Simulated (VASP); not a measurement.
# Al (I4/mmm) in VASP: a series of runs

The runs below take Al through single point, with PBE.

Everything below comes from runs of VASP 6.6.1. Logs are shortened: lines on timing, memory, paths and dates and some standing lists are left out, and cuts for length are marked.

## (1) The cell of the first run

The structure is tetragonal, space group I4/mmm (No. 139). Conventional cell: a = 2.943 Å, b = 2.943 Å, c = 3.829 Å, α = 90.00°, β = 90.00°, γ = 90.00°. Al (site symmetry 4/mmm) has 12 Al at 2.83 to 2.94 Å within 3.7 Å.

## (2) Single point, PBE

The input, INCAR:

```
PREC = Accurate ; ENCUT = 520
EDIFF = 1E-6 ; ISMEAR = 0
SIGMA = 0.15 ; LREAL = F
LASPH = T ; NELM = 80
ALGO = Fast ; ISIF = 2
LWAVE = F ; LCHARG = F
GGA = PE ; NBANDS = 8
```

The input, KPOINTS:

```
Automatic mesh
0
Gamma
  22 22 22
```

The input, POSCAR:

```
Al
1.0
    0.0000000000      2.0810232911      1.9145414278
    2.0810232911      0.0000000000      1.9145414278
    2.0810232911      2.0810232911      0.0000000000
Al
1
Direct
    0.0000000000      0.0000000000      0.0000000000
```

Potentials or basis: VASP PAW PBE potentials, release 64 (Al).

The run is started by

```bash
$ cat potpaw_PBE.64/Al/POTCAR > POTCAR
$ mpirun -np 1 vasp_std > vasp.out
```

OUTCAR:

```text
PREC = Accurate
   ENCUT = 520
   EDIFF = 1E-6
   ISMEAR = 0
   LREAL = F
   LASPH = T
   NELM = 80
   ISIF = 2
   GGA = PE

 ion  position               nearest neighbor table
   1  0.000  0.000  0.000-

  LATTYP: Found a body centered tetragonal cell.
 ALAT       =     2.9430113619
 C/A-ratio  =     1.3010764774

  Lattice vectors:

 A1 = (   0.0000000000,  -2.0810232911,  -1.9145414278)
 A2 = (   0.0000000000,   2.0810232911,  -1.9145414278)
 A3 = (   2.0810232911,   0.0000000000,   1.9145414278)

Analysis of symmetry for initial positions (statically):
=====================================================================
 Subroutine PRICEL returns:
 Original cell was already a primitive cell.

 Routine SETGRP: Setting up the symmetry group for a
 body centered tetragonal supercell.

 Subroutine GETGRP returns: Found 16 space group operations
 (whereof 16 operations were pure point group operations)
 out of a pool of 16 trial point group operations.

The static configuration has the point symmetry D_4h.

Analysis of symmetry for dynamics (positions and initial velocities):
=====================================================================
 Subroutine PRICEL returns:
 Original cell was already a primitive cell.

 Routine SETGRP: Setting up the symmetry group for a
 body centered tetragonal supercell.

 Subroutine GETGRP returns: Found 16 space group operations
 (whereof 16 operations were pure point group operations)
 out of a pool of 16 trial point group operations.

The dynamic configuration has the point symmetry D_4h.

 Subroutine INISYM returns: Found 16 space group operations
 (whereof 16 operations are pure point group operations),
 and found     1 'primitive' translations

----------------------------------------------------------------------------------------

                                     Primitive cell

  volume of cell :      16.5824

  direct lattice vectors                    reciprocal lattice vectors
     0.000000000  2.081023291  1.914541428    -0.240266412  0.240266412  0.261159144
     2.081023291  0.000000000  1.914541428     0.240266412 -0.240266412  0.261159144
     2.081023291  2.081023291  0.000000000     0.240266412  0.240266412 -0.261159144

  length of vectors
     2.827742353  2.827742353  2.943011362     0.428555709  0.428555709  0.428555709

  position of ions in fractional coordinates (direct lattice)
     0.000000000  0.000000000  0.000000000

  ion indices of the primitive-cell ions
   primitive index   ion index
                 1           1

----------------------------------------------------------------------------------------

 KPOINTS: Automatic mesh

Automatic generation of k-mesh.
 Grid dimensions read from file:
 generate k-points for:   22   22   22

 Generating k-lattice:

  Cartesian coordinates                     Fractional coordinates (reciprocal lattice)
    -0.010921201  0.010921201  0.011870870     0.045454545  0.000000000  0.000000000
     0.010921201 -0.010921201  0.011870870     0.000000000  0.045454545  0.000000000
     0.010921201  0.010921201 -0.011870870     0.000000000  0.000000000  0.045454545

  Length of vectors
     0.019479805  0.019479805  0.019479805

  Shift w.r.t. Gamma in fractional coordinates (k-lattice)
     0.000000000  0.000000000  0.000000000

 Subroutine IBZKPT returns following result:
 ===========================================

 Found    834 irreducible k-points:

 Following reciprocal coordinates:
            Coordinates               Weight
  0.000000  0.000000  0.000000      1.000000
  0.045455  0.000000  0.000000      8.000000
  0.090909  0.000000  0.000000      8.000000
  0.136364  0.000000  0.000000      8.000000
  0.181818  0.000000  0.000000      8.000000
  0.227273  0.000000  0.000000      8.000000
[... 16 lines left out ...]
  0.500000  0.045455  0.000000      8.000000
 -0.454545  0.045455  0.000000      8.000000
 [... further k-points ...]
   k-points           NKPTS =    834   k-points in BZ     NKDIM =    834   number of bands    NBANDS=      8
   number of dos      NEDOS =    301   number of ions     NIONS =      1
   total plane-waves  NPLWV =  13824
   dimension x,y,z NGX =    24 NGY =   24 NGZ =   24
   dimension x,y,z NGXF=    48 NGYF=   48 NGZF=   48
   ions per type =               1
   NGX,Y,Z   is equivalent  to a cutoff of  14.11, 14.11, 13.56 a.u.
   NGXF,Y,Z  is equivalent  to a cutoff of  28.22, 28.22, 27.11 a.u.
 SYSTEM =  unknown system
   PREC   = accura    normal or accurate (medium, high low for compatibility)
   ISTART =      0    job   : 0-new  1-cont  2-samecut
   ICHARG =      2    charge: 1-file 2-atom 10-const
   ISPIN  =      1    spin polarized calculation?
   LNONCOLLINEAR =      F non collinear calculations
   LSORBIT =      F    spin-orbit coupling
   LASPH  =      T    aspherical Exc in radial PAW
   ENCUT  =  520.0 eV  38.22 Ry    6.18 a.u.   5.26  5.26  5.47*2*pi/ulx,y,z
   NELM   =     80;   NELMIN=  2; NELMDL= -5     # of ELM steps
   EDIFF  = 0.1E-05   stopping-criterion for ELM
   LREAL  =      F    real-space projection
   EDIFFG = 0.1E-04   stopping-criterion for IOM
   NSW    =      0    number of steps for IOM
   IBRION =     -1    ionic relax: 0-MD 1-quasi-New 2-CG
   NFREE  =      0    steps in history (QN), initial steepest desc. (CG)
   ISIF   =      2    stress and relaxation
   ISYM   =      2    0-nonsym 1-usesym 2-fastsym
   POTIM  = 0.5000    time-step for ionic-motion
   TEBEG  =    0.0;   TEEND  =   0.0 temperature during run
   PSTRESS=    0.0 pullay stress
   NELECT =       3.0000    total number of electrons
   NUPDOWN=      -1.0000    fix difference up-down
   EMIN   =  10.00;   EMAX   =-10.00  energy-range for DOS
   EFERMI =   0.00;   METHOD = LEGACY
   ISMEAR =     0;   SIGMA  =   0.15  broadening in eV -4-tet -1-fermi 0-gaus
   EFERMI_NEDOS =   21; number of points for ismear=-14 and -15
   IALGO  =     68    algorithm
   IMIX   =      4    mixing-type and parameters
     AMIX     =   0.40;   BMIX     =  1.00
     AMIX_MAG =   1.60;   BMIX_MAG =  1.00
  volume/ion in A,a.u.               =      16.58       111.90
  Fermi-wavevector in a.u.,A,eV,Ry     =   0.925903  1.749704 11.664236  0.857297
  Thomas-Fermi vector in A             =   2.051808
   LORBIT       =      0    0 simple, 1 ext, 2 COOP (PROOUT), +10 PAW based schemes
   GGA     = PE    functional components
   LHFCALC =     F    Hartree Fock is set to
   AEXX    =    0.0000 exact exchange contribution
   IVDW    =     0    specifies the selected vdW correction
   LEPSILON=     F    determine dielectric tensor
   LRPA    =     F    only Hartree local field effects (RPA)
 non-spin polarized calculation
 RMM-DIIS sequential band-by-band and
 Gauss-broadening in eV      SIGMA  =   0.15
  energy-cutoff  :      520.00
  volume of cell :       16.58
 maximum number of plane-waves:       461
 NGX is ok and might be reduce to    24

 number of electron       3.0000000 magnetization

 Free energy of the ion-electron system (eV)
  ---------------------------------------------------
  ext. energy  EPLUGINS =         0.00000000
  ---------------------------------------------------
  free energy    TOTEN  =        -3.73574035 eV

  energy without entropy =       -3.73099179  energy(sigma->0) =       -3.73336607

 E-fermi :   7.9415     XC(G=0): -10.1786

 val. band max:        7.9349885221   @ k =  -0.2273   0.3182   0.2727
 cond. band min:       7.9455299799   @ k =   0.5000   0.4545   0.0000
 fundamental gap:      0.0105414578
 Fermi energy:         7.9414845567

 k-point     1 :       0.0000    0.0000    0.0000
  band No.  band energies     occupation
      1      -3.1512      2.00000
      2      20.3405      0.00000
      3      20.3405      0.00000
      4      21.2082      0.00000
      5      21.8634      0.00000
      6      22.1332      0.00000
      7      22.1332      0.00000
      8      24.4889      0.00000

 k-point     2 :       0.0455    0.0000    0.0000
  band No.  band energies     occupation
      1      -3.0950      2.00000
      2      19.3921      0.00000
      3      20.1020      0.00000
      4      20.7572      0.00000
      5      22.2028      0.00000
      6      22.4448      0.00000
      7      22.6262      0.00000
      8      25.0980      0.00000

 k-point     3 :       0.0909    0.0000    0.0000
  band No.  band energies     occupation
      1      -2.9266      2.00000
      2      17.6615      0.00000
      3      19.6402      0.00000
      4      20.3053      0.00000
      5      22.6843      0.00000
      6      22.9578      0.00000
      7      23.0642      0.00000
      8      24.7845      0.00000

 k-point     4 :       0.1364    0.0000    0.0000
  band No.  band energies     occupation
      1      -2.6464      2.00000
      2      15.8330      0.00000
      3      19.1752      0.00000
      4      19.9270      0.00000
      5      22.6714      0.00000
      6      23.2194      0.00000
      7      23.6217      0.00000
      8      24.6729      0.00000

 k-point     5 :       0.1818    0.0000    0.0000
  band No.  band energies     occupation
      1      -2.2551      2.00000
      2      14.0249      0.00000
      3      18.7704      0.00000
      4      19.6262      0.00000
      5      22.5386      0.00000
      6      22.5592      0.00000
      7      24.0043      0.00000
      8      25.2206      0.00000
[... 177 lines left out ...]
 k-point    22 :       0.4545    0.0455    0.0000
  band No.  band energies     occupation
      1       2.1346      2.00000
      2       5.1156      2.00000
      3      17.1835      0.00000
      4      19.0403      0.00000
      5      19.8890      0.00000
      6      20.0850      0.00000
      7      23.7603      0.00000
      8      24.6903      0.00000

 k-point    23 :       0.5000    0.0455    0.0000
  band No.  band energies     occupation
      1       3.2267      2.00000
      2       3.8737      2.00000
      3      17.3873      0.00000
      4      19.2745      0.00000
      5      19.5423      0.00000
      6      19.5771      0.00000
      7      23.3084      0.00000
      8      25.1345      0.00000

 k-point    24 :      -0.4545    0.0455    0.0000
  band No.  band energies     occupation
      1       2.6899      2.00000
      2       4.4580      2.00000
      3      17.6857      0.00000
      4      19.1547      0.00000
      5      19.2908      0.00000
      6      19.6055      0.00000
      7      22.9430      0.00000
      8      25.6838      0.00000

 [... further k-points ...]

------------------------ aborting loop because EDIFF is reached ----------------------------------------

  FORCE on cell =-STRESS in cart. coord.  units (eV):
  Direction    XX          YY          ZZ          XY          YZ          ZX
  --------------------------------------------------------------------------------------
  -------------------------------------------------------------------------------------
  Total       -0.1540476     -0.1540476      0.3033898      0.0000000      0.0000000      0.0000000
  in kB      -14.8839056    -14.8839056     29.3131773      0.0000000      0.0000000      0.0000000
  external PRESSURE =      -0.1515447 kB  Pullay stress =       0.0000000 kB

 VOLUME and BASIS-vectors are now :
 -----------------------------------------------------------------------------
  energy-cutoff  :      520.00
  volume of cell :       16.58
      direct lattice vectors                 reciprocal lattice vectors
     0.000000000  2.081023291  1.914541428    -0.240266412  0.240266412  0.261159144
     2.081023291  0.000000000  1.914541428     0.240266412 -0.240266412  0.261159144
     2.081023291  2.081023291  0.000000000     0.240266412  0.240266412 -0.261159144

 POSITION                                       TOTAL-FORCE (eV/Angst)
 -----------------------------------------------------------------------------------
      0.00000      0.00000      0.00000        -0.000000      0.000000      0.000000
 -----------------------------------------------------------------------------------
    total drift:                                0.000000      0.000000      0.000000

  FREE ENERGIE OF THE ION-ELECTRON SYSTEM (eV)
  ---------------------------------------------------
  free  energy   TOTEN  =        -3.7357403527 eV

  energy  without entropy=       -3.7309917893  energy(sigma->0) =       -3.73336607
```

It took 39 s on 1 thread of Intel Xeon 6975P-C (Granite Rapids), shared host; peak memory 0.21 GiB.

What came out:

| Quantity | Value |
| --- | --- |
| Free energy | -3.7357 eV |
| Pressure | 0.0 GPa |

## (3) Single point, PBE

This run uses another cell than the first one, of the same volume but with other edges.

The input, INCAR:

```
PREC = Accurate
ENCUT = 520
EDIFF = 1E-6
ISMEAR = 0
SIGMA = 0.15
LREAL = F
LASPH = T
NELM = 80
ALGO = Fast
ISIF = 2
LWAVE = F
LCHARG = F
GGA = PE
NBANDS = 8
```

The input, KPOINTS:

```
regular mesh
0
Gamma
  22 22 22
```

The input, POSCAR:

```
Al
1.0
    0.0000000000      1.9606887411      2.1567576152
    1.9606887411      0.0000000000      2.1567576152
    1.9606887411      1.9606887411      0.0000000000
Al
1
Direct
    0.0000000000      0.0000000000      0.0000000000
```

Potentials or basis: VASP PAW PBE potentials, release 64 (Al).

The run is started by

```bash
$ cat potpaw_PBE.64/Al/POTCAR > POTCAR
$ mpirun -np 1 vasp_std > vasp.out
```

Run time: 40 s. Hardware: 1 thread of Intel Xeon 6975P-C (Granite Rapids), shared host; peak memory 0.2 GiB.

Results (log left out):

| Quantity | Value |
| --- | --- |
| Free energy | -3.7314 eV |
| Pressure | 0.2 GPa |

Stress tensor (GPa, compression positive):
```
 1.93  0.00  0.00
 0.00  1.93  0.00
 0.00  0.00 -3.30
```

Levels at points of the mesh, in eV from the Fermi level:
| k point | band 1 | band 2 | band 3 | band 4 |
| --- | --- | --- | --- | --- |
| (0.00, 0.00, 0.00) | -11.10 | 11.98 | 13.06 | 13.06 |
| (0.50, 0.00, 0.00) | -4.56 | -4.34 | 9.84 | 10.16 |
| (0.50, 0.50, 0.00) | -3.73 | -2.88 | 6.00 | 6.77 |
| (0.50, 0.00, 0.50) | -2.44 | -0.94 | 4.73 | 5.00 |

## (4) Single point, PBE

This run uses another cell than the first one, of the same volume but with other edges.

The input, INCAR:

```
SYSTEM = Al
ALGO = Fast ; EDIFF = 1E-7
ENCUT = 520 ; GGA = PE
ISIF = 2 ; ISMEAR = 0
LASPH = .True. ; LCHARG = .False.
LREAL = .False. ; LWAVE = .False.
NBANDS = 8 ; NELM = 100
PREC = Accurate ; SIGMA = 0.15
```

The input, KPOINTS:

```
k-points
0
Gamma
  22 22 22
  0 0 0
```

The input, POSCAR:

```
Al
1.0
    0.0000000000      2.3365142344      1.5187342523
    2.3365142344      0.0000000000      1.5187342523
    2.3365142344      2.3365142344      0.0000000000
Al
1
Direct
    0.0000000000      0.0000000000      0.0000000000
```

The run is started by

```bash
$ cat potpaw_PBE.64/Al/POTCAR > POTCAR
$ mpirun -np 1 vasp_std > vasp.out
```

It took 65 s on 1 thread of Intel Xeon 6975P-C (Granite Rapids), shared host; peak memory 0.21 GiB.

Results (log left out):

| Quantity | Value |
| --- | --- |
| Free energy | -3.6584 eV |
| Pressure | 1.4 GPa |

Stress tensor (GPa, compression positive):
```
 2.14  0.00  0.00
 0.00  2.14  0.00
 0.00  0.00 -0.01
```

Levels at points of the mesh, in eV from the Fermi level:
```tsv
k point	band 1	band 2	band 3	band 4	band 5
(0.00, 0.00, 0.00)	-11.08	11.99	14.03	14.03	14.04
(0.50, 0.00, 0.00)	-4.13	-3.54	7.68	7.74	9.31
(0.50, 0.50, 0.00)	1.13	1.13	2.58	2.86	3.54
(0.50, 0.00, 0.50)	-4.54	-4.36	9.32	9.56	11.40
```

## (5) Single point, PBE

This run uses another cell than the first one, of the same volume but with other edges.

The input, INCAR:

```
SYSTEM = Al
PREC = Accurate
ENCUT = 520
EDIFF = 1E-7
ISMEAR = 0
SIGMA = 0.15
LREAL = .False.
LASPH = .True.
NELM = 80
ALGO = Fast
ISIF = 2
LWAVE = .False.
LCHARG = .False.
GGA = PE
NBANDS = 8
```

The input, KPOINTS:

```
regular mesh
0
Gamma
  22 22 22
  0 0 0
```

The input, POSCAR:

```
Al
1.0
    0.0000000000      1.7681093890      2.6521640835
    1.7681093890      0.0000000000      2.6521640835
    1.7681093890      1.7681093890      0.0000000000
Al
1
Direct
    0.0000000000      0.0000000000      0.0000000000
```

The run is started by

```bash
$ cat potpaw_PBE.64/Al/POTCAR > POTCAR
$ mpirun -np 1 vasp_std > vasp.out
```

Run time: 39 s. Hardware: 1 thread of Intel Xeon 6975P-C (Granite Rapids), shared host; peak memory 0.2 GiB.

It converged, with:

```yaml
Free_energy: -3.3233 eV
Pressure: 12.4 GPa
```

Stress tensor (GPa, compression positive):
```
 23.85   0.00   0.00
  0.00  23.85   0.00
  0.00   0.00 -10.39
```

Levels at points of the mesh, in eV from the Fermi level:
```csv
k point,band 1,band 2,band 3,band 4
"(0.00, 0.00, 0.00)",-10.96,8.53,8.96,11.19
"(0.50, 0.00, 0.00)",-4.21,-3.64,5.48,6.43
"(0.50, 0.50, 0.00)",-6.40,-5.14,8.75,11.38
"(0.50, 0.00, 0.50)",-0.51,1.40,3.10,5.68
```

## (6) Overview

| cell | further INCAR settings | gap on the mesh (eV) | pressure (GPa) |
| --- | --- | --- | --- |
| a = 2.828, b = 2.828, c = 2.943 Å, angles 58.6, 58.6, 62.7°, 1 atom | ALGO = Fast; EDIFF = 1e-06; NBANDS = 8 | none | 0.0 |
| a = 2.915, b = 2.915, c = 2.773 Å, angles 61.6, 61.6, 56.8°, 1 atom | ALGO = Fast; EDIFF = 1e-06; NBANDS = 8 | none | 0.2 |
| a = 2.787, b = 2.787, c = 3.304 Å, angles 53.6, 53.6, 72.7°, 1 atom | ALGO = Fast; EDIFF = 1e-07; NBANDS = 8 | none | 1.4 |
| a = 3.188, b = 3.188, c = 2.500 Å, angles 66.9, 66.9, 46.2°, 1 atom | ALGO = Fast; EDIFF = 1e-07; NBANDS = 8 | none | 12.4 |

Alike in all rows: task single point; level PBE; potentials or basis VASP PAW PBE potentials, release 64 (Al); no spin polarisation; k mesh 22 × 22 × 22; cutoff (eV) 520; smearing gaussian 0.15 eV.

Absolute energies hang on the potentials; compare differences alone.
